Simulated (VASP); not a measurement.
# ScSi2 (P6/mmm) in VASP: further runs

Runs on ScSi2. Level: PBEsol. Tasks: electric field gradients.

All numbers are computed with VASP 6.6.1; they aren't measurements. Logs are shortened: lines on timing, memory, paths and dates and some standing lists are left out, and cuts for length are marked.

## (1) The cell of the first run

It takes space group P6/mmm (No. 191, hexagonal). Conventional cell: a = 3.611 Å, b = 3.611 Å, c = 3.818 Å, α = 90.00°, β = 90.00°, γ = 120.00°. Sc (site symmetry 6/mmm) has 12 Si at 2.83 Å and 8 Sc at 3.61 to 3.82 Å within 3.9 Å. Si (site symmetry -6m2) has 3 Si at 2.08 Å and 6 Sc at 2.83 Å within 2.9 Å.

## (2) Electric field gradients, PBEsol (14.37 Å³/atom)

File INCAR:

```
PREC = Accurate
ENCUT = 520
EDIFF = 1E-8
ISMEAR = -1
SIGMA = 0.05
LREAL = F
LASPH = T
NELM = 80
ALGO = Normal
ISIF = 2
LWAVE = F
LCHARG = F
GGA = PS
LEFG = T
NBANDS = 16
```

File KPOINTS:

```
regular mesh
0
Gamma
  13 13 11
```

File POSCAR:

```
ScSi2
1.0
    3.6105332048      0.0000000000      0.0000000000
   -1.8052666024      3.1268134766      0.0000000000
    0.0000000000      0.0000000000      3.8176962911
Sc Si
1 2
Direct
    0.0000000000      0.0000000000      0.0000000000
    0.3333333333      0.6666666667      0.5000000000
    0.6666666667      0.3333333333      0.5000000000
```

Potentials or basis: VASP PAW PBE potentials, release 64 (Sc_sv, Si).

Run with:

```bash
> cat potpaw_PBE.64/Sc_sv/POTCAR potpaw_PBE.64/Si/POTCAR > POTCAR
> mpirun -np 1 vasp_std > vasp.out
```

OUTCAR:

```text
PREC = Accurate
   ENCUT = 520
   EDIFF = 1E-8
   ISMEAR = -1
   LREAL = F
   LASPH = T
   NELM = 80
   ISIF = 2
   GGA = PS

 ion  position               nearest neighbor table
   1  0.000  0.000  0.000-   2 2.83   3 2.83   2 2.83   3 2.83   3 2.83   3 2.83   2 2.83   2 2.83
                             3 2.83   3 2.83   2 2.83   2 2.83
   2  0.333  0.667  0.500-   3 2.08   3 2.08   3 2.08   1 2.83   1 2.83   1 2.83   1 2.83   1 2.83
                             1 2.83
   3  0.667  0.333  0.500-   2 2.08   2 2.08   2 2.08   1 2.83   1 2.83   1 2.83   1 2.83   1 2.83
                             1 2.83

  LATTYP: Found a hexagonal cell.
 ALAT       =     3.6105332048
 C/A-ratio  =     1.0573774217

  Lattice vectors:

 A1 = (   3.6105332048,   0.0000000000,   0.0000000000)
 A2 = (  -1.8052666024,   3.1268134766,   0.0000000000)
 A3 = (   0.0000000000,   0.0000000000,   3.8176962911)

Analysis of symmetry for initial positions (statically):
=====================================================================
 Subroutine PRICEL returns:
 Original cell was already a primitive cell.

 Routine SETGRP: Setting up the symmetry group for a
 hexagonal supercell.

 Subroutine GETGRP returns: Found 24 space group operations
 (whereof 24 operations were pure point group operations)
 out of a pool of 24 trial point group operations.

The static configuration has the point symmetry D_6h.

Analysis of symmetry for dynamics (positions and initial velocities):
=====================================================================
 Subroutine PRICEL returns:
 Original cell was already a primitive cell.

 Routine SETGRP: Setting up the symmetry group for a
 hexagonal supercell.

 Subroutine GETGRP returns: Found 24 space group operations
 (whereof 24 operations were pure point group operations)
 out of a pool of 24 trial point group operations.

The dynamic configuration has the point symmetry D_6h.

 Subroutine INISYM returns: Found 24 space group operations
 (whereof 24 operations are pure point group operations),
 and found     1 'primitive' translations

[... 129 lines left out ...]
  volume of cell :       43.10
 maximum number of plane-waves:      1178
 NGX is ok and might be reduce to    28
   NGX = 13   NGY = 13   NGZ = 15

 number of electron      19.0000001 magnetization

 Free energy of the ion-electron system (eV)
  ---------------------------------------------------
  ext. energy  EPLUGINS =         0.00000000
  ---------------------------------------------------
  free energy    TOTEN  =       -18.39243443 eV

  energy without entropy =      -18.37670134  energy(sigma->0) =      -18.38456788

 E-fermi :   9.5620     XC(G=0): -11.5175

 val. band max:        9.5604511905   @ k =   0.2308   0.0769   0.3636
 cond. band min:       9.5677405610   @ k =   0.2308   0.0769   0.4545
 fundamental gap:      0.0072893705
 Fermi energy:         9.5619724280

 k-point     1 :       0.0000    0.0000    0.0000
  band No.  band energies     occupation
      1     -39.6535      2.00000
      2     -18.4740      2.00000
      3     -18.3843      2.00000
      4     -18.3843      2.00000
      5      -4.5238      2.00000
      6       5.9921      2.00000
[... 433 lines left out ...]
      3     -18.4177      2.00000
      4     -18.3913      2.00000
      5      -4.1079      2.00000
      6       4.5648      2.00000
[... 8 lines left out ...]
     15      12.8230      0.00000
     16      13.0450      0.00000

 [... further k-points ...]
[... 5 lines left out ...]
  --------------------------------------------------------------------------------------
  -------------------------------------------------------------------------------------
  Total       12.0958754     12.0958754      0.3714716      0.0000000     -0.0000000     -0.0000000
  in kB      449.6485448    449.6485448     13.8089767      0.0000000     -0.0000000     -0.0000000
  external PRESSURE =     304.3686888 kB  Pullay stress =       0.0000000 kB

 VOLUME and BASIS-vectors are now :
 -----------------------------------------------------------------------------
  energy-cutoff  :      520.00
  volume of cell :       43.10
      direct lattice vectors                 reciprocal lattice vectors
     3.610533205  0.000000000  0.000000000     0.276967402  0.159907204  0.000000000
    -1.805266602  3.126813477  0.000000000     0.000000000  0.319814408  0.000000000
     0.000000000  0.000000000  3.817696291     0.000000000  0.000000000  0.261938070

 POSITION                                       TOTAL-FORCE (eV/Angst)
 -----------------------------------------------------------------------------------
      0.00000      0.00000      0.00000         0.000000      0.000000      0.000000
     -0.00000      2.08454      1.90885        -0.000000     -0.000000      0.000000
      1.80527      1.04227      1.90885         0.000000      0.000000      0.000000
 -----------------------------------------------------------------------------------
    total drift:                               -0.000000      0.000000      0.000000

  FREE ENERGIE OF THE ION-ELECTRON SYSTEM (eV)
  ---------------------------------------------------
  free  energy   TOTEN  =       -18.3924344278 eV

  energy  without entropy=      -18.3767013397  energy(sigma->0) =      -18.38456788

 Electric field gradients (V/A^2)
---------------------------------------------------------------------
 ion       V_xx      V_yy      V_zz      V_xy      V_xz      V_yz
---------------------------------------------------------------------
   1       1.491     1.490    -2.981    -0.000     0.000    -0.000
   2      -9.557    -9.557    19.114     0.000     0.000    -0.000
   3      -9.557    -9.557    19.114     0.000     0.000     0.000
---------------------------------------------------------------------

 Electric field gradients after diagonalization (V/A^2)
 (convention: |V_zz| > |V_xx| > |V_yy|)
----------------------------------------------------------------------
 ion       V_xx      V_yy      V_zz     asymmetry (V_yy - V_xx)/ V_zz
----------------------------------------------------------------------
   1       1.491     1.490    -2.981       0.000
   2      -9.557    -9.557    19.114       0.000
   3      -9.557    -9.557    19.114       0.000
----------------------------------------------------------------------

           NMR quadrupolar parameters

 Cq : quadrupolar parameter    Cq=e*Q*V_zz/h
 eta: asymmetry parameters     (V_yy - V_xx)/ V_zz
 Q  : nuclear electric quadrupole moment in mb (millibarn)
----------------------------------------------------------------------
 ion       Cq(MHz)       eta       Q (mb)
----------------------------------------------------------------------
   1      -0.007       0.000       1.000
   2       0.046       0.000       1.000
   3       0.046       0.000       1.000
----------------------------------------------------------------------
```

stdout:

```text
POSCAR found type information on POSCAR ScSi
 POSCAR found :  2 types and       3 ions
 scaLAPACK will be used
 -----------------------------------------------------------------------------
|                                                                             |
|                                                                             |
|     You enforced a specific xc type in the INCAR file but a different       |
|     I HOPE YOU KNOW WHAT YOU ARE DOING!                                     |
|                                                                             |
 -----------------------------------------------------------------------------

 LDA part: xc-table for (Slater+PW92), standard interpolation
 POSCAR, INCAR and KPOINTS ok, starting setup
 FFT: planning ... GRIDC
 FFT: planning ... GRID_SOFT
 FFT: planning ... GRID
 WAVECAR not read
 entering main loop
ion   1

ion   2

ion   3
```

It took 39 s on 1 thread of Intel Xeon 6975P-C (Granite Rapids), shared host; peak memory 0.21 GiB.

Results:

* Free energy: -18.3924 eV
* Pressure: 30.4 GPa
* Band gap on the k mesh: zero (an odd number of electrons rules out a gap without spin polarisation)
* Largest electric field gradient by atom: Sc -3.0; Si +19.1 V/Å²

Stress tensor (GPa, compression positive):
```
44.96  0.00  0.00
 0.00 44.96  0.00
 0.00  0.00  1.38
```

Electric field gradients, principal values (V/Å²):
```csv
atom,least,middle,greatest (by size)
1 Sc,1.490,1.491,-2.981
2 Si,-9.557,-9.557,19.114
3 Si,-9.557,-9.557,19.114
```

Caveat: the cell stands under pressure; without QUAD_EFG the Cq values of the log hold for a quadrupole moment of 1 mb, not for the nuclei; the PAW data sets were made with another functional, which shifts forces and pressure a little.

## (3) Electric field gradients, PBEsol (14.82 Å³/atom)

This run uses another cell than the first one, of 14.82 Å³/atom.

File INCAR:

```
PREC     = Accurate       # precision mode
ENCUT    = 520            # plane-wave cutoff, eV
EDIFF    = 1E-8           # SCF threshold, eV
ISMEAR   = -1             # smearing method
SIGMA    = 0.05           # smearing width, eV
LREAL    = F              # projectors in reciprocal space
LASPH    = T              # aspherical terms in the spheres
NELM     = 80             # most SCF steps
ALGO     = Normal         # electronic algorithm
ISIF     = 2              # what is computed and relaxed
LWAVE    = F              # write WAVECAR
LCHARG   = F              # write CHGCAR
GGA      = PS             # functional
LEFG     = T            
NBANDS   = 16             # bands
```

File KPOINTS:

```
Automatic mesh
0
Gamma
  13 13 11
```

File POSCAR:

```
ScSi2
1.0
    3.6477578208      0.0000000000      0.0000000000
   -1.8238789104      3.1590509397      0.0000000000
    0.0000000000      0.0000000000      3.8570567595
Sc Si
1 2
Direct
    0.0000000000      0.0000000000      0.0000000000
    0.3333333333      0.6666666667      0.5000000000
    0.6666666667      0.3333333333      0.5000000000
```

Potentials or basis: VASP PAW PBE potentials, release 64 (Sc_sv, Si).

Run with:

```bash
> cat potpaw_PBE.64/Sc_sv/POTCAR potpaw_PBE.64/Si/POTCAR > POTCAR
> mpirun -np 1 vasp_std > vasp.out
```

OUTCAR:

```text
PREC = Accurate
   ENCUT = 520
   EDIFF = 1E-8
   ISMEAR = -1
   LREAL = F
   LASPH = T
   NELM = 80
   ISIF = 2
   GGA = PS

 ion  position               nearest neighbor table
   1  0.000  0.000  0.000-   2 2.86   3 2.86   2 2.86   3 2.86   3 2.86   3 2.86   2 2.86   2 2.86
                             3 2.86   3 2.86   2 2.86   2 2.86
   2  0.333  0.667  0.500-   3 2.11   3 2.11   3 2.11   1 2.86   1 2.86   1 2.86   1 2.86   1 2.86
                             1 2.86
   3  0.667  0.333  0.500-   2 2.11   2 2.11   2 2.11   1 2.86   1 2.86   1 2.86   1 2.86   1 2.86
                             1 2.86

  LATTYP: Found a hexagonal cell.
 ALAT       =     3.6477578208
 C/A-ratio  =     1.0573774217

  Lattice vectors:

 A1 = (   3.6477578208,   0.0000000000,   0.0000000000)
 A2 = (  -1.8238789104,   3.1590509397,   0.0000000000)
 A3 = (   0.0000000000,   0.0000000000,   3.8570567595)

Analysis of symmetry for initial positions (statically):
[... 657 lines left out ...]
     0.000000000  0.000000000  3.857056759     0.000000000  0.000000000  0.259265046

 POSITION                                       TOTAL-FORCE (eV/Angst)
 -----------------------------------------------------------------------------------
      0.00000      0.00000      0.00000         0.000000      0.000000      0.000000
     -0.00000      2.10603      1.92853         0.000000      0.000000      0.000000
      1.82388      1.05302      1.92853        -0.000000      0.000000      0.000000
 -----------------------------------------------------------------------------------
    total drift:                               -0.000000      0.000000      0.000000

  FREE ENERGIE OF THE ION-ELECTRON SYSTEM (eV)
  ---------------------------------------------------
  free  energy   TOTEN  =       -18.6211695686 eV

  energy  without entropy=      -18.6051883435  energy(sigma->0) =      -18.61317896

 Electric field gradients (V/A^2)
---------------------------------------------------------------------
 ion       V_xx      V_yy      V_zz      V_xy      V_xz      V_yz
---------------------------------------------------------------------
   1       2.076     2.075    -4.152    -0.001     0.000    -0.000
   2      -8.548    -8.548    17.096     0.000     0.000     0.000
   3      -8.548    -8.548    17.096     0.000    -0.000     0.000
---------------------------------------------------------------------

 Electric field gradients after diagonalization (V/A^2)
 (convention: |V_zz| > |V_xx| > |V_yy|)
----------------------------------------------------------------------
 ion       V_xx      V_yy      V_zz     asymmetry (V_yy - V_xx)/ V_zz
----------------------------------------------------------------------
   1       2.077     2.075    -4.152       0.001
   2      -8.548    -8.548    17.096       0.000
   3      -8.548    -8.548    17.096       0.000
----------------------------------------------------------------------

           NMR quadrupolar parameters

 Cq : quadrupolar parameter    Cq=e*Q*V_zz/h
 eta: asymmetry parameters     (V_yy - V_xx)/ V_zz
 Q  : nuclear electric quadrupole moment in mb (millibarn)
----------------------------------------------------------------------
 ion       Cq(MHz)       eta       Q (mb)
----------------------------------------------------------------------
   1      -0.010       0.001       1.000
   2       0.041       0.000       1.000
   3       0.041       0.000       1.000
----------------------------------------------------------------------
```

stdout:

```text
POSCAR found type information on POSCAR ScSi
 POSCAR found :  2 types and       3 ions
 scaLAPACK will be used
 -----------------------------------------------------------------------------
|                                                                             |
|                                                                             |
|     You enforced a specific xc type in the INCAR file but a different       |
|     I HOPE YOU KNOW WHAT YOU ARE DOING!                                     |
|                                                                             |
 -----------------------------------------------------------------------------

 LDA part: xc-table for (Slater+PW92), standard interpolation
 POSCAR, INCAR and KPOINTS ok, starting setup
 FFT: planning ... GRIDC
 FFT: planning ... GRID_SOFT
 FFT: planning ... GRID
 WAVECAR not read
 entering main loop
ion   1

ion   2

ion   3
```

Run time: 40 s. Hardware: 1 thread of Intel Xeon 6975P-C (Granite Rapids), shared host; peak memory 0.22 GiB.

What came out:

* Free energy: -18.6212 eV
* Pressure: 24.0 GPa
* Band gap on the k mesh: zero (an odd number of electrons rules out a gap without spin polarisation)
* Largest electric field gradient by atom: Sc -4.2; Si +17.1 V/Å²

Levels at points of the mesh, in eV from the Fermi level:
```csv
k point,band 5,band 6,band 7,band 8,band 9,band 10,band 11,band 12,band 13,band 14
"(0.00, 0.00, 0.00)",-13.89,-3.54,-3.44,-3.44,-2.13,1.10,1.10,1.28,1.66,1.66
```

Electric field gradients, principal values (V/Å²):
| atom | least | middle | greatest (by size) |
| --- | --- | --- | --- |
| 1 Sc | 2.075 | 2.077 | -4.152 |
| 2 Si | -8.548 | -8.548 | 17.096 |
| 3 Si | -8.548 | -8.548 | 17.096 |

Caveat: the cell stands under pressure; without QUAD_EFG the Cq values of the log hold for a quadrupole moment of 1 mb, not for the nuclei; the PAW data sets were made with another functional, which shifts forces and pressure a little.

(Continued in part 2 of 2.)
